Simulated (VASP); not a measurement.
# Mg8HO8 (a cell with a defect) in VASP: a series of runs

The runs below take Mg8HO8 (a cell with a defect) through single point, with PBE.

Program: VASP 6.6.1. These are calculated values, not measurements. Logs are shortened: lines on timing, memory, paths and dates and some standing lists are left out, and cuts for length are marked.

### 1 The cell of the first run

The cell holds a defect, 17 atoms: a = 5.511 Å, b = 5.511 Å, c = 5.511 Å, α = 60.00°, β = 60.00°, γ = 60.00°.

### 2 Single point, PBE

INCAR reads:

```
ALGO     = Normal         # electronic algorithm
EDIFF    = 1E-6           # SCF threshold, eV
ENCUT    = 520            # plane-wave cutoff, eV
GGA      = PE             # functional
ISIF     = 2              # what is computed and relaxed
ISMEAR   = 0              # smearing method
LASPH    = True           # aspherical terms in the spheres
LCHARG   = True           # write CHGCAR
LELF     = True           # ELF
LREAL    = Auto         
LVHAR    = True         
LWAVE    = False          # write WAVECAR
NBANDS   = 46             # bands
NELECT   = 64.0         
NELM     = 60             # most SCF steps
PREC     = Accurate       # precision mode
SIGMA    = 0.02           # smearing width, eV
```

KPOINTS reads:

```
k-points
0
Gamma
  3 3 3
```

POSCAR reads:

```
Mg8HO8
1.0
    0.0000000000      3.8970000000      3.8970000000
    3.8970000000      0.0000000000      3.8970000000
    3.8970000000      3.8970000000      0.0000000000
Mg O H
8 8 1
Direct
   -0.0023661791      0.0039897357     -0.0018013857
   -0.0026266359      0.0036007185      0.4996910444
   -0.0044757506      0.5117513472     -0.0043954324
    0.0010400308      0.5022653323      0.4975748011
    0.5008931229      0.0019957660     -0.0022757249
    0.4903918399     -0.0047736721      0.5063536053
    0.4916457531      0.5189280216     -0.0308369258
    0.4919028740      0.5201222735      0.5198328201
    0.2498196048      0.2555452912      0.2445044906
    0.2504729279      0.2560538876      0.7478219143
    0.2580755710      0.7435592764      0.2488864511
    0.2342167052      0.7649960226      0.7502744419
    0.7373995381      0.2621105979      0.2500120606
    0.7503861945      0.2531513985      0.7478593790
    0.7479268668      0.7553903002      0.2507151655
    0.7476354888      0.7549919169      0.7448110085
    0.5223230690      0.3726466513      0.3040038491
```

Potentials or basis: VASP PAW PBE potentials, release 64 (Mg, O, H).

Launch:

```
$ cat potpaw_PBE.64/Mg/POTCAR potpaw_PBE.64/O/POTCAR potpaw_PBE.64/H/POTCAR > POTCAR
$ mpirun -np 1 vasp_std > vasp.out
```

OUTCAR:

```text
EDIFF = 1E-6
   ENCUT = 520
   GGA = PE
   ISIF = 2
   ISMEAR = 0
   LASPH = True
   LREAL = Auto
   NELECT = 64.0
   NELM = 60
   PREC = Accurate

 ion  position               nearest neighbor table
   1  0.998  0.004  0.998-  12 1.90  14 1.94  15 1.94  10 1.97  13 1.99  11 1.99   7 2.70   6 2.71
                             3 2.73   5 2.74   2 2.75   4 2.75   4 2.76   2 2.76   5 2.77   3 2.79
   2  0.997  0.004  0.500-  12 1.90  14 1.94  16 1.94   9 1.97  13 1.99  11 1.99   8 2.70   6 2.71
                             3 2.72   5 2.74   1 2.75   4 2.75   4 2.76   1 2.76   5 2.77   3 2.79
   3  0.996  0.512  0.996-  12 1.92  16 1.94  15 1.94   9 1.96  10 1.96  13 1.98   8 2.68   7 2.68
                             5 2.71   2 2.72   1 2.73   4 2.76   4 2.76   1 2.79   2 2.79   5 2.80
   4  0.001  0.502  0.498-  11 1.94  10 1.95  14 1.95   9 1.95  16 1.95  15 1.95   8 2.70   7 2.71
                             6 2.75   2 2.75   1 2.75   3 2.76   3 2.76   1 2.76   2 2.76   6 2.77
   5  0.501  0.002  0.998-  16 1.95  15 1.95  10 1.95   9 1.95  14 1.95  11 1.95   3 2.71   2 2.74
                             1 2.74   7 2.75   8 2.75   6 2.76   6 2.76   1 2.77   2 2.77   7 2.77
   6  0.490  0.995  0.506-  17 1.86  12 1.90  15 1.93  16 1.93  10 1.96   9 1.96  13 2.00   8 2.58
                             7 2.59   2 2.71   1 2.71   4 2.75   5 2.76   5 2.76   4 2.77   1 2.80
   7  0.492  0.519  0.969-  17 1.66  12 1.86  14 1.90  16 1.92   9 1.97  11 1.97  13 2.05   8 2.47
                             6 2.59   3 2.68   1 2.70   4 2.71   5 2.75   5 2.77   4 2.81   1 2.82
   8  0.492  0.520  0.520-  17 1.65  12 1.86  14 1.90  15 1.92  10 1.98  11 1.98  13 2.06   7 2.47
                             6 2.58   3 2.68   2 2.70   4 2.70   5 2.75   5 2.77   2 2.82   4 2.82
   9  0.250  0.256  0.245-   4 1.95   5 1.95   6 1.96   3 1.96   2 1.97   7 1.97
  10  0.250  0.256  0.748-   4 1.95   5 1.95   6 1.96   3 1.96   1 1.97   8 1.98
  11  0.258  0.744  0.249-   4 1.94   5 1.95   7 1.97   8 1.98   2 1.99   1 1.99
  12  0.234  0.765  0.750-   8 1.86   7 1.86   6 1.90   1 1.90   2 1.90   3 1.92
  13  0.737  0.262  0.250-  17 0.99   3 1.98   2 1.99   1 1.99   6 2.00   7 2.05   8 2.06
  14  0.750  0.253  0.748-   8 1.90   7 1.90   1 1.94   2 1.94   4 1.95   5 1.95
  15  0.748  0.755  0.251-   8 1.92   6 1.93   1 1.94   3 1.94   4 1.95   5 1.95
  16  0.748  0.755  0.745-   7 1.92   6 1.93   2 1.94   3 1.94   5 1.95   4 1.95
  17  0.522  0.373  0.304-  13 0.99   8 1.65   7 1.66   6 1.86

  LATTYP: Found a face centered cubic cell.
 ALAT       =     7.7940000000

  Lattice vectors:

 A1 = (   0.0000000000,   3.8970000000,   3.8970000000)
 A2 = (   3.8970000000,   0.0000000000,   3.8970000000)
 A3 = (   3.8970000000,   3.8970000000,   0.0000000000)

Analysis of symmetry for initial positions (statically):
=====================================================================
 Subroutine PRICEL returns:
 Original cell was already a primitive cell.

 Routine SETGRP: Setting up the symmetry group for a
 face centered cubic supercell.

 Subroutine GETGRP returns: Found  1 space group operations
 (whereof  1 operations were pure point group operations)
 out of a pool of 48 trial point group operations.

The static configuration has the point symmetry C_1 .

Analysis of symmetry for dynamics (positions and initial velocities):
=====================================================================
 Subroutine PRICEL returns:
 Original cell was already a primitive cell.

 Routine SETGRP: Setting up the symmetry group for a
 face centered cubic supercell.

 Subroutine GETGRP returns: Found  1 space group operations
 (whereof  1 operations were pure point group operations)
 out of a pool of 48 trial point group operations.

The dynamic configuration has the point symmetry C_1 .

 Subroutine INISYM returns: Found  1 space group operations
 (whereof  1 operations are pure point group operations),
 and found     1 'primitive' translations

----------------------------------------------------------------------------------------

                                     Primitive cell

  volume of cell :     118.3644

  direct lattice vectors                    reciprocal lattice vectors
     0.000000000  3.897000000  3.897000000    -0.128303823  0.128303823  0.128303823
     3.897000000  0.000000000  3.897000000     0.128303823 -0.128303823  0.128303823
     3.897000000  3.897000000  0.000000000     0.128303823  0.128303823 -0.128303823

  length of vectors
     5.511190253  5.511190253  5.511190253     0.222228741  0.222228741  0.222228741

[... 52 lines left out ...]
     0.042767941  0.042767941 -0.042767941     0.000000000  0.000000000  0.333333333

  Length of vectors
     0.074076247  0.074076247  0.074076247

  Shift w.r.t. Gamma in fractional coordinates (k-lattice)
     0.000000000  0.000000000  0.000000000

 Subroutine IBZKPT returns following result:
 ===========================================

 Found     14 irreducible k-points:

 Following reciprocal coordinates:
            Coordinates               Weight
  0.000000  0.000000  0.000000      1.000000
  0.333333  0.000000  0.000000      2.000000
  0.000000  0.333333  0.000000      2.000000
  0.000000  0.000000  0.333333      2.000000
  0.333333  0.333333  0.333333      2.000000
  0.333333  0.333333  0.000000      2.000000
  0.000000  0.333333  0.333333      2.000000
  0.333333  0.000000  0.333333      2.000000
 -0.333333  0.333333  0.000000      2.000000
  0.000000 -0.333333  0.333333      2.000000
  0.333333  0.000000 -0.333333      2.000000
  0.333333  0.333333 -0.333333      2.000000
 -0.333333  0.333333 -0.333333      2.000000
  0.333333 -0.333333 -0.333333      2.000000
   k-points           NKPTS =     14   k-points in BZ     NKDIM =     14   number of bands    NBANDS=     46
   number of dos      NEDOS =    301   number of ions     NIONS =     17
   total plane-waves  NPLWV =  74088
   dimension x,y,z NGX =    42 NGY =   42 NGZ =   42
   dimension x,y,z NGXF=    84 NGYF=   84 NGZF=   84
   ions per type =               8   8   1
   NGX,Y,Z   is equivalent  to a cutoff of  12.67, 12.67, 12.67 a.u.
   NGXF,Y,Z  is equivalent  to a cutoff of  25.34, 25.34, 25.34 a.u.
 SYSTEM =  unknown system
   PREC   = accura    normal or accurate (medium, high low for compatibility)
   ISTART =      0    job   : 0-new  1-cont  2-samecut
   ICHARG =      2    charge: 1-file 2-atom 10-const
   ISPIN  =      1    spin polarized calculation?
   LNONCOLLINEAR =      F non collinear calculations
   LSORBIT =      F    spin-orbit coupling
   LASPH  =      T    aspherical Exc in radial PAW
   ENCUT  =  520.0 eV  38.22 Ry    6.18 a.u.  10.25 10.25 10.25*2*pi/ulx,y,z
   NELM   =     60;   NELMIN=  2; NELMDL= -5     # of ELM steps
   EDIFF  = 0.1E-05   stopping-criterion for ELM
   LREAL  =      T    real-space projection
   EDIFFG = 0.1E-04   stopping-criterion for IOM
   NSW    =      0    number of steps for IOM
   IBRION =     -1    ionic relax: 0-MD 1-quasi-New 2-CG
   NFREE  =      0    steps in history (QN), initial steepest desc. (CG)
   ISIF   =      2    stress and relaxation
   ISYM   =      2    0-nonsym 1-usesym 2-fastsym
   POTIM  = 0.5000    time-step for ionic-motion
   TEBEG  =    0.0;   TEEND  =   0.0 temperature during run
   PSTRESS=    0.0 pullay stress
   NELECT =      64.0000    total number of electrons
   NUPDOWN=      -1.0000    fix difference up-down
   EMIN   =  10.00;   EMAX   =-10.00  energy-range for DOS
   EFERMI =   0.00;   METHOD = LEGACY
   ISMEAR =     0;   SIGMA  =   0.02  broadening in eV -4-tet -1-fermi 0-gaus
   EFERMI_NEDOS =   21; number of points for ismear=-14 and -15
   IALGO  =     38    algorithm
   IMIX   =      4    mixing-type and parameters
     AMIX     =   0.40;   BMIX     =  1.00
     AMIX_MAG =   1.60;   BMIX_MAG =  1.00
  volume/ion in A,a.u.               =       6.96        46.99
  Fermi-wavevector in a.u.,A,eV,Ry     =   1.333709  2.520345 24.201767  1.778780
  Thomas-Fermi vector in A             =   2.462546
   LORBIT       =      0    0 simple, 1 ext, 2 COOP (PROOUT), +10 PAW based schemes
   GGA     = PE    functional components
   LHFCALC =     F    Hartree Fock is set to
   AEXX    =    0.0000 exact exchange contribution
   IVDW    =     0    specifies the selected vdW correction
   LEPSILON=     F    determine dielectric tensor
   LRPA    =     F    only Hartree local field effects (RPA)
 non-spin polarized calculation
 Gauss-broadening in eV      SIGMA  =   0.02
  energy-cutoff  :      520.00
  volume of cell :      118.36
 maximum number of plane-waves:      3198
 NGX is ok and might be reduce to    42
   NGX = 21   NGY = 21   NGZ = 21

 number of electron      64.0000001 magnetization

 Free energy of the ion-electron system (eV)
  ---------------------------------------------------
  ext. energy  EPLUGINS =         0.00000000
  ---------------------------------------------------
  free energy    TOTEN  =       -97.29945475 eV

  energy without entropy =      -97.29945475  energy(sigma->0) =      -97.29945475

 E-fermi :   5.4937     XC(G=0): -12.2236

 val. band max:        5.3130806405   @ k =   0.0000   0.0000   0.0000
 cond. band min:      11.2149396494   @ k =   0.0000   0.0000   0.0000
 fundamental gap:      5.9018590089
 Fermi energy:         5.4936848388

 k-point     1 :       0.0000    0.0000    0.0000
  band No.  band energies     occupation
      1     -15.5999      2.00000
      2     -12.7504      2.00000
      3     -11.3283      2.00000
      4     -11.2624      2.00000
      5     -11.1037      2.00000
      6     -11.0894      2.00000
[... 647 lines left out ...]
     43      18.0536      0.00000
     44      18.1359      0.00000
 [bands above 44 left out]

------------------------ aborting loop because EDIFF is reached ----------------------------------------

  FORCE on cell =-STRESS in cart. coord.  units (eV):
  Direction    XX          YY          ZZ          XY          YZ          ZX
  --------------------------------------------------------------------------------------
  -------------------------------------------------------------------------------------
  Total       46.0093567     45.8312970     43.5982309      3.8238267     -1.2832345      1.3952878
  in kB      622.7812528    620.3710421    590.1443271     51.7592014    -17.3698237     18.8865735
  external PRESSURE =     611.0988740 kB  Pullay stress =       0.0000000 kB

 VOLUME and BASIS-vectors are now :
 -----------------------------------------------------------------------------
  energy-cutoff  :      520.00
  volume of cell :      118.36
      direct lattice vectors                 reciprocal lattice vectors
     0.000000000  3.897000000  3.897000000    -0.128303823  0.128303823  0.128303823
     3.897000000  0.000000000  3.897000000     0.128303823 -0.128303823  0.128303823
     3.897000000  3.897000000  0.000000000     0.128303823  0.128303823 -0.128303823

 POSITION                                       TOTAL-FORCE (eV/Angst)
 -----------------------------------------------------------------------------------
      3.90553      7.77776      3.90333        -0.015074     -0.011300      0.010416
      1.96133      5.83406      3.90080         0.018113      0.018974      0.017691
      5.87417      7.75943      5.87385         0.005307      0.004145      0.028105
      3.89638      1.94310      1.96138         0.020412     -0.006240      0.013002
      3.89591      5.84011      1.95976         0.010714      0.003329      0.035271
      5.85166      3.88432      5.78945        -0.014959      0.034784     -0.046298
[... 9 lines left out ...]
      5.84473      5.81606      5.85574         0.014420      0.011501      0.036567
      2.63691      3.22020      3.48770        -0.051137     -0.045343     -0.408611
 -----------------------------------------------------------------------------------
    total drift:                               -0.007979      0.005093     -0.005370

  FREE ENERGIE OF THE ION-ELECTRON SYSTEM (eV)
  ---------------------------------------------------
  free  energy   TOTEN  =       -97.2994547518 eV

  energy  without entropy=      -97.2994547518  energy(sigma->0) =      -97.29945475
```

Run time: 1.8 min. Hardware: 1 thread of Intel Xeon 6975P-C (Granite Rapids), shared host; peak memory 0.28 GiB.

Results:

```
Free energy   : -97.2995 eV
Largest force : 0.414 eV/Å
```

Forces in eV/Å, atoms in the order of the input:
```
Mg  -0.015 -0.011  0.010
Mg   0.018  0.019  0.018
Mg   0.005  0.004  0.028
Mg   0.020 -0.006  0.013
Mg   0.011  0.003  0.035
Mg  -0.015  0.035 -0.046
Mg   0.024 -0.023  0.062
Mg   0.006 -0.026  0.041
O    0.016  0.024  0.045
O   -0.004 -0.004  0.027
O    0.033 -0.031  0.026
O    0.008 -0.010  0.001
O   -0.081  0.073  0.055
O    0.010 -0.008  0.031
O   -0.001 -0.006  0.026
O    0.014  0.012  0.037
H   -0.051 -0.045 -0.409
```

Levels at points of the mesh, in eV from the Fermi level:
```
           k point  band 28  band 29  band 30  band 31  band 32  band 33  band 34  band 35  band 36  band 37
(0.00, 0.00, 0.00)    -0.92    -0.84    -0.23    -0.19    -0.18     5.72     7.74     9.03     9.13     9.24
```

Caveat: the k points lie up to 0.47 Å⁻¹ apart; the cell carries a net charge on a neutralising background, which shifts energy and pressure; the cell is charged against a uniform background, so pressure and absolute levels hang on convention.

(Continued in part 2 of 2.)
